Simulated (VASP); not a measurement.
AlIn3:

```
Al In
1.0
     0.00000    4.97941    0.00000
     4.97941    0.00000    0.00000
     2.48971    2.48971   -4.82433
Al In
1 3
Direct
  0.00000 0.00000 0.00000
  0.50000 0.50000 0.00000
  0.25000 0.75000 0.50000
  0.75000 0.25000 0.50000
```

- Program: VASP 6.6.1
- Task: relaxation of cell and atoms
- Functional: PBE
- Potentials or basis: VASP PAW PBE potentials, release 64 (Al, In_d)
- Cutoff: 600 eV
- k mesh: 4 × 4 × 4
- Occupations: gaussian, width 0.0895 eV
- Spin: no spin polarisation

At the start: pressure -4.7 GPa; volume 29.90 Å³/atom.

Task: Where does the relaxation end?

Result: Over 6 steps the energy falls by 85.9 meV/atom and the volume is 25.01 Å³/atom (-16.4 %); space group I4/mmm (No. 139, to 0.05 Å).

Step by step:
| step | energy change (eV) | largest force (eV/Å) | pressure (GPa) | volume (Å³) |
| --- | --- | --- | --- | --- |
| 1 | 0.0000 | 0.0000 | -4.72 | 119.62 |
| 2 | -0.3161 | 0.0000 | -1.72 | 104.99 |
| 3 | -0.3433 | 0.0000 | -0.17 | 100.52 |
| 4 | -0.3435 | 0.0000 | 0.00 | 100.10 |
| 5 | -0.3437 | 0.0000 | 0.02 | 100.07 |
| 6 | -0.3437 | 0.0000 | 0.02 | 100.05 |

Final structure:
```xyz
4
Lattice="0.0000 4.6807 0.0000 4.6807 0.0000 0.0000 2.3404 2.3404 -4.5664" Properties=species:S:1:pos:R:3 pbc="T T T"
Al    4.6807    0.0000    0.0000
In    2.3404    2.3404    0.0000
In    4.6807    2.3404   -2.2832
In    2.3404    4.6807   -2.2832
```

Caveat: the volume moved by over 15 % at a fixed basis, so the end points are rough.
